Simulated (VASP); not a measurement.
# W (Im-3m) in VASP: a series of runs

W is run at these levels: PBE+D3(BJ); tasks: single point, relaxation of cell and atoms.

Program: VASP 6.6.1. These are calculated values, not measurements. Logs are shortened: lines on timing, memory, paths and dates and some standing lists are left out, and cuts for length are marked.

### 1 The cell of the first run

The structure is cubic, space group Im-3m (No. 229). Conventional cell: a = 3.159 Å, b = 3.159 Å, c = 3.159 Å, α = 90.00°, β = 90.00°, γ = 90.00°. W (site symmetry m-3m) has 14 W at 2.74 to 3.16 Å within 3.6 Å.

### 2 Single point, PBE+D3(BJ)

INCAR

```
PREC = Accurate
ENCUT = 520
EDIFF = 1E-6
ISMEAR = 0
SIGMA = 0.1
LREAL = False
LASPH = True
NELM = 100
ALGO = Fast
ISIF = 2
LWAVE = False
LCHARG = True
GGA = PE
IVDW = 12
LELF = True
LVHAR = True
NBANDS = 13
```

KPOINTS

```
regular mesh
0
Gamma
  18 18 18
```

POSCAR

```
W
1.0
   -1.5796970686      1.5796970686      1.5796970686
    1.5796970686     -1.5796970686      1.5796970686
    1.5796970686      1.5796970686     -1.5796970686
W
1
Direct
    0.0000000000      0.0000000000      0.0000000000
```

Potentials or basis: VASP PAW PBE potentials, release 64 (W_sv).

Command:

```console
$ cat potpaw_PBE.64/W_sv/POTCAR > POTCAR
$ mpirun -np 1 vasp_std > vasp.out
```

OUTCAR:

```text
PREC = Accurate
   ENCUT = 520
   EDIFF = 1E-6
   ISMEAR = 0
   LREAL = False
   LASPH = True
   NELM = 100
   ISIF = 2
   GGA = PE
   IVDW = 12
 IVDW          = 12

 ion  position               nearest neighbor table
   1  0.000  0.000  0.000-

  LATTYP: Found a body centered cubic cell.
 ALAT       =     3.1593941372

  Lattice vectors:

 A1 = (  -1.5796970686,   1.5796970686,   1.5796970686)
 A2 = (   1.5796970686,  -1.5796970686,   1.5796970686)
 A3 = (   1.5796970686,   1.5796970686,  -1.5796970686)

Analysis of symmetry for initial positions (statically):
=====================================================================
 Subroutine PRICEL returns:
 Original cell was already a primitive cell.

 Routine SETGRP: Setting up the symmetry group for a
 body centered cubic supercell.

 Subroutine GETGRP returns: Found 48 space group operations
 (whereof 48 operations were pure point group operations)
 out of a pool of 48 trial point group operations.

The static configuration has the point symmetry O_h .

Analysis of symmetry for dynamics (positions and initial velocities):
=====================================================================
 Subroutine PRICEL returns:
 Original cell was already a primitive cell.

 Routine SETGRP: Setting up the symmetry group for a
 body centered cubic supercell.

 Subroutine GETGRP returns: Found 48 space group operations
 (whereof 48 operations were pure point group operations)
 out of a pool of 48 trial point group operations.

The dynamic configuration has the point symmetry O_h .

 Subroutine INISYM returns: Found 48 space group operations
 (whereof 48 operations are pure point group operations),
 and found     1 'primitive' translations

----------------------------------------------------------------------------------------

                                     Primitive cell

  volume of cell :      15.7682

  direct lattice vectors                    reciprocal lattice vectors
    -1.579697069  1.579697069  1.579697069     0.000000000  0.316516381  0.316516381
     1.579697069 -1.579697069  1.579697069     0.316516381  0.000000000  0.316516381
     1.579697069  1.579697069 -1.579697069     0.316516381  0.316516381  0.000000000

  length of vectors
     2.736115583  2.736115583  2.736115583     0.447621759  0.447621759  0.447621759

  position of ions in fractional coordinates (direct lattice)
     0.000000000  0.000000000  0.000000000

  ion indices of the primitive-cell ions
   primitive index   ion index
                 1           1

----------------------------------------------------------------------------------------

 KPOINTS: regular mesh

Automatic generation of k-mesh.
 Grid dimensions read from file:
 generate k-points for:   18   18   18

 Generating k-lattice:

  Cartesian coordinates                     Fractional coordinates (reciprocal lattice)
     0.000000000  0.017584243  0.017584243     0.055555556  0.000000000  0.000000000
     0.017584243  0.000000000  0.017584243     0.000000000  0.055555556  0.000000000
     0.017584243  0.017584243  0.000000000     0.000000000  0.000000000  0.055555556

  Length of vectors
     0.024867876  0.024867876  0.024867876

  Shift w.r.t. Gamma in fractional coordinates (k-lattice)
     0.000000000  0.000000000  0.000000000

 Subroutine IBZKPT returns following result:
 ===========================================

 Found    195 irreducible k-points:

 Following reciprocal coordinates:
            Coordinates               Weight
  0.000000  0.000000  0.000000      1.000000
  0.055556  0.000000  0.000000     12.000000
  0.111111  0.000000  0.000000     12.000000
  0.166667  0.000000  0.000000     12.000000
  0.222222  0.000000  0.000000     12.000000
  0.277778  0.000000  0.000000     12.000000
[... 16 lines left out ...]
  0.333333  0.111111  0.000000     48.000000
  0.388889  0.111111  0.000000     48.000000
 [... further k-points ...]
   k-points           NKPTS =    195   k-points in BZ     NKDIM =    195   number of bands    NBANDS=     13
   number of dos      NEDOS =    301   number of ions     NIONS =      1
   total plane-waves  NPLWV =   8000
   dimension x,y,z NGX =    20 NGY =   20 NGZ =   20
   dimension x,y,z NGXF=    40 NGYF=   40 NGZF=   40
   ions per type =               1
   NGX,Y,Z   is equivalent  to a cutoff of  12.15, 12.15, 12.15 a.u.
   NGXF,Y,Z  is equivalent  to a cutoff of  24.30, 24.30, 24.30 a.u.
 SYSTEM =  unknown system
   PREC   = accura    normal or accurate (medium, high low for compatibility)
   ISTART =      0    job   : 0-new  1-cont  2-samecut
   ICHARG =      2    charge: 1-file 2-atom 10-const
   ISPIN  =      1    spin polarized calculation?
   LNONCOLLINEAR =      F non collinear calculations
   LSORBIT =      F    spin-orbit coupling
   LASPH  =      T    aspherical Exc in radial PAW
   ENCUT  =  520.0 eV  38.22 Ry    6.18 a.u.   5.09  5.09  5.09*2*pi/ulx,y,z
   NELM   =    100;   NELMIN=  2; NELMDL= -5     # of ELM steps
   EDIFF  = 0.1E-05   stopping-criterion for ELM
   LREAL  =      F    real-space projection
   EDIFFG = 0.1E-04   stopping-criterion for IOM
   NSW    =      0    number of steps for IOM
   IBRION =     -1    ionic relax: 0-MD 1-quasi-New 2-CG
   NFREE  =      0    steps in history (QN), initial steepest desc. (CG)
   ISIF   =      2    stress and relaxation
   ISYM   =      2    0-nonsym 1-usesym 2-fastsym
   POTIM  = 0.5000    time-step for ionic-motion
   TEBEG  =    0.0;   TEEND  =   0.0 temperature during run
   PSTRESS=    0.0 pullay stress
   NELECT =      14.0000    total number of electrons
   NUPDOWN=      -1.0000    fix difference up-down
   EMIN   =  10.00;   EMAX   =-10.00  energy-range for DOS
   EFERMI =   0.00;   METHOD = LEGACY
   ISMEAR =     0;   SIGMA  =   0.10  broadening in eV -4-tet -1-fermi 0-gaus
   EFERMI_NEDOS =   21; number of points for ismear=-14 and -15
   IALGO  =     68    algorithm
   IMIX   =      4    mixing-type and parameters
     AMIX     =   0.40;   BMIX     =  1.00
     AMIX_MAG =   1.60;   BMIX_MAG =  1.00
  volume/ion in A,a.u.               =      15.77       106.41
  Fermi-wavevector in a.u.,A,eV,Ry     =   1.573465  2.973417 33.685188  2.475791
  Thomas-Fermi vector in A             =   2.674745
   LORBIT       =      0    0 simple, 1 ext, 2 COOP (PROOUT), +10 PAW based schemes
   GGA     = PE    functional components
   LHFCALC =     F    Hartree Fock is set to
   AEXX    =    0.0000 exact exchange contribution
   IVDW    =    12    specifies the selected vdW correction
   LEPSILON=     F    determine dielectric tensor
   LRPA    =     F    only Hartree local field effects (RPA)
 non-spin polarized calculation
 RMM-DIIS sequential band-by-band and
 Gauss-broadening in eV      SIGMA  =   0.10
  energy-cutoff  :      520.00
  volume of cell :       15.77
 maximum number of plane-waves:       438
   NGX = 11   NGY = 11   NGZ = 11

 number of electron      14.0000004 magnetization

 Free energy of the ion-electron system (eV)
  ---------------------------------------------------
  ext. energy  EPLUGINS =         0.00000000
  ---------------------------------------------------
  free energy    TOTEN  =       -12.94151983 eV

  energy without entropy =      -12.93807589  energy(sigma->0) =      -12.93979786

 E-fermi :  11.5170     XC(G=0): -13.6703

 val. band max:       11.5141187307   @ k =  -0.2778   0.3333   0.2222
 cond. band min:      11.5281314773   @ k =   0.5000   0.5000   0.2222
 fundamental gap:      0.0140127465
 Fermi energy:        11.5170352871

 k-point     1 :       0.0000    0.0000    0.0000
  band No.  band energies     occupation
      1     -62.6526      2.00000
      2     -26.2068      2.00000
      3     -26.2068      2.00000
      4     -26.2068      2.00000
      5       1.8537      2.00000
      6      10.2843      2.00000
      7      10.2843      2.00000
      8      10.2843      2.00000
      9      13.7963      0.00000
     10      13.7963      0.00000
     11      26.0491      0.00000
     12      26.0491      0.00000
     13      26.0491      0.00000

 k-point     2 :       0.0556    0.0000    0.0000
  band No.  band energies     occupation
      1     -62.6485      2.00000
      2     -26.2497      2.00000
      3     -26.2201      2.00000
      4     -26.2070      2.00000
      5       2.0047      2.00000
      6      10.1918      2.00000
      7      10.2638      2.00000
      8      10.4299      2.00000
      9      13.6460      0.00000
     10      13.7968      0.00000
     11      26.1796      0.00000
     12      26.3057      0.00000
     13      26.4246      0.00000

 k-point     3 :       0.1111    0.0000    0.0000
  band No.  band energies     occupation
      1     -62.6366      2.00000
      2     -26.3718      2.00000
      3     -26.2583      2.00000
      4     -26.2076      2.00000
      5       2.4405      2.00000
      6       9.9362      2.00000
      7      10.1745      2.00000
      8      10.8615      2.00000
      9      13.3249      0.00000
     10      13.8060      0.00000
     11      26.5081      0.00000
     12      27.0517      0.00000
     13      27.3843      0.00000

 k-point     4 :       0.1667    0.0000    0.0000
  band No.  band energies     occupation
      1     -62.6185      2.00000
      2     -26.5552      2.00000
      3     -26.3164      2.00000
      4     -26.2086      2.00000
      5       3.1063      2.00000
      6       9.5720      2.00000
      7       9.9732      2.00000
      8      11.5648      0.49953
      9      13.0906      0.00000
     10      13.8421      0.00000
     11      26.8022      0.00000
     12      28.2275      0.00000
     13      28.4209      0.00000

 k-point     5 :       0.2222    0.0000    0.0000
  band No.  band energies     occupation
      1     -62.5961      2.00000
      2     -26.7744      2.00000
      3     -26.3868      2.00000
      4     -26.2099      2.00000
      5       3.8946      2.00000
      6       9.1626      2.00000
      7       9.7261      2.00000
      8      12.5137      0.00000
      9      13.0885      0.00000
     10      13.9244      0.00000
     11      26.6385      0.00000
     12      28.5774      0.00000
     13      29.7592      0.00000
[... 257 lines left out ...]
 k-point    22 :       0.2778    0.1111    0.0000
  band No.  band energies     occupation
      1     -62.5437      2.00000
      2     -27.2070      2.00000
      3     -26.5559      2.00000
      4     -26.2682      2.00000
      5       5.5030      2.00000
      6       8.4575      2.00000
      7       9.5319      2.00000
      8      13.1934      0.00000
      9      14.5330      0.00000
     10      15.6364      0.00000
     11      24.8009      0.00000
     12      26.2834      0.00000
     13      30.7545      0.00000

 k-point    23 :       0.3333    0.1111    0.0000
  band No.  band energies     occupation
      1     -62.5264      2.00000
      2     -27.3468      2.00000
      3     -26.6238      2.00000
      4     -26.2708      2.00000
      5       5.6610      2.00000
      6       8.2250      2.00000
      7      10.2020      2.00000
      8      13.4814      0.00000
      9      14.6780      0.00000
     10      16.9453      0.00000
     11      23.6087      0.00000
     12      24.9271      0.00000
     13      29.4449      0.00000

 k-point    24 :       0.3889    0.1111    0.0000
  band No.  band energies     occupation
      1     -62.5151      2.00000
      2     -27.4365      2.00000
      3     -26.6682      2.00000
      4     -26.2723      2.00000
      5       5.6533      2.00000
      6       8.0824      2.00000
      7      10.9382      2.00000
      8      13.5676      0.00000
      9      14.9102      0.00000
     10      17.9991      0.00000
     11      22.5228      0.00000
     12      24.1174      0.00000
     13      28.4232      0.00000

 [... further k-points ...]

------------------------ aborting loop because EDIFF is reached ----------------------------------------

 Edisp (eV)   -0.69910

 E8    (eV) :    -0.3585

  FORCE on cell =-STRESS in cart. coord.  units (eV):
  Direction    XX          YY          ZZ          XY          YZ          ZX
  --------------------------------------------------------------------------------------
  -------------------------------------------------------------------------------------
  Total       0.05941     0.05941     0.05941     0.00000     0.00000    -0.00000
  in kB       6.03687     6.03687     6.03687     0.00000     0.00000    -0.00000
  external pressure =        6.04 kB  Pullay stress =        0.00 kB

 VOLUME and BASIS-vectors are now :
 -----------------------------------------------------------------------------
  energy-cutoff  :      520.00
  volume of cell :       15.77
      direct lattice vectors                 reciprocal lattice vectors
    -1.579697069  1.579697069  1.579697069     0.000000000  0.316516381  0.316516381
     1.579697069 -1.579697069  1.579697069     0.316516381  0.000000000  0.316516381
     1.579697069  1.579697069 -1.579697069     0.316516381  0.316516381  0.000000000

 POSITION                                       TOTAL-FORCE (eV/Angst)
 -----------------------------------------------------------------------------------
      0.00000      0.00000      0.00000         0.000000     -0.000000      0.000000
 -----------------------------------------------------------------------------------
    total drift:                                0.000000     -0.000000      0.000000

  FREE ENERGIE OF THE ION-ELECTRON SYSTEM (eV)
  ---------------------------------------------------
  free  energy   TOTEN  =       -13.6406180612 eV

  energy  without entropy=      -13.6371741283  energy(sigma->0) =      -13.63889609
```

It took 39 s on 1 thread of Intel Xeon Platinum 8375C at 2.90GHz (Ice Lake), shared host; peak memory 0.16 GiB.

Results:

* Free energy: -13.6406 eV
* Pressure: 0.6 GPa
* Band gap on the k mesh: zero (band 7 reaches 16.73 eV, above the bottom of band 8 at 10.28 eV)
* Dispersion energy per atom: -0.699 eV

Levels at points of the mesh, in eV from the Fermi level:
```csv
k point,band 3,band 4,band 5,band 6,band 7,band 8,band 9,band 10,band 11,band 12
"(0.00, 0.00, 0.00)",-37.72,-37.72,-9.66,-1.23,-1.23,-1.23,2.28,2.28,14.53,14.53
"(0.50, 0.00, 0.00)",-38.15,-37.73,-6.31,-3.59,0.70,2.18,3.16,6.20,11.18,11.50
"(0.50, 0.50, 0.50)",-38.64,-38.64,-5.87,-5.87,5.21,5.21,5.21,8.29,8.29,8.29
```

Caveat: spin-orbit coupling is left out, which moves the levels of the heavy elements; pairwise dispersion overbinds metals, which lowers pressure and volume.

### 3 Relaxation of cell and atoms, PBE+D3(BJ)

This run uses another cell than the first one, of 16.13 Å³/atom, 1.023 times its volume.

INCAR

```
PREC = Accurate
ENCUT = 600
EDIFF = 1E-7
ISMEAR = 0
SIGMA = 0.1
LREAL = F
LASPH = T
NELM = 60
ALGO = Normal
ISIF = 3
LWAVE = F
LCHARG = F
GGA = PE
IVDW = 12
IBRION = 2
NSW = 70
EDIFFG = -0.005
```

KPOINTS

```
Automatic mesh
0
Gamma
  18 18 18
```

POSCAR

```
W
1.0
   -1.5917776932      1.5917776932      1.5917776932
    1.5917776932     -1.5917776932      1.5917776932
    1.5917776932      1.5917776932     -1.5917776932
W
1
Direct
    0.0000000000      0.0000000000      0.0000000000
```

Potentials or basis: VASP PAW PBE potentials, release 64 (W_sv).

Command:

```console
$ cat potpaw_PBE.64/W_sv/POTCAR > POTCAR
$ mpirun -np 1 vasp_std > vasp.out
```

It took 2.1 min on 1 thread of Intel Xeon Platinum 8375C at 2.90GHz (Ice Lake), shared host; peak memory 0.19 GiB.

The run converged. Its results:

```yaml
Free_energy: -13.6410 eV
Relaxed_volume: 15.80 Å³/atom
Relaxed_cell: a = 2.738 Å, b = 2.738 Å, c = 2.738 Å, α = 109.47°, β = 109.47°, γ = 109.47°
Space_group_after_relaxing_to_0.05_Å: Im-3m (No. 229)
Energy_gained_by_relaxing: 6.9 meV/atom
Ionic_steps: 4
Pressure_after_relaxing: 0.0 GPa
Band_gap_on_the_k_mesh: zero (band 7 reaches 16.68 eV, above the bottom of band 8 at 10.26 eV)
Dispersion_energy_per_atom: -0.698 eV
```

Step by step:
| step | energy change (eV) | largest force (eV/Å) | pressure (GPa) | volume (Å³) |
| --- | --- | --- | --- | --- |
| 1 | 0.0000 | 0.0000 | -6.46 | 16.13 |
| 2 | 0.0874 | 0.0000 | 28.28 | 14.66 |
| 3 | -0.0069 | 0.0000 | -0.23 | 15.81 |
| 4 | -0.0069 | 0.0000 | -0.02 | 15.80 |

Final structure:
```
W
1.0
    -1.58078    1.58078    1.58078
     1.58078   -1.58078    1.58078
     1.58078    1.58078   -1.58078
W
1
Direct
  0.00000 0.00000 0.00000
```

Levels at points of the mesh, in eV from the Fermi level:
```csv
k point,band 3,band 4,band 5,band 6,band 7,band 8,band 9,band 10,band 11
"(0.00, 0.00, 0.00)",-37.73,-37.73,-9.65,-1.23,-1.23,-1.23,2.27,2.27,14.53
"(0.50, 0.00, 0.00)",-38.15,-37.74,-6.29,-3.58,0.69,2.17,3.15,6.19,11.50
"(0.50, 0.50, 0.50)",-38.64,-38.64,-5.86,-5.86,5.20,5.20,5.20,8.28,8.28
```

Caveat: spin-orbit coupling is left out, which moves the levels of the heavy elements; pairwise dispersion overbinds metals, which lowers pressure and volume.
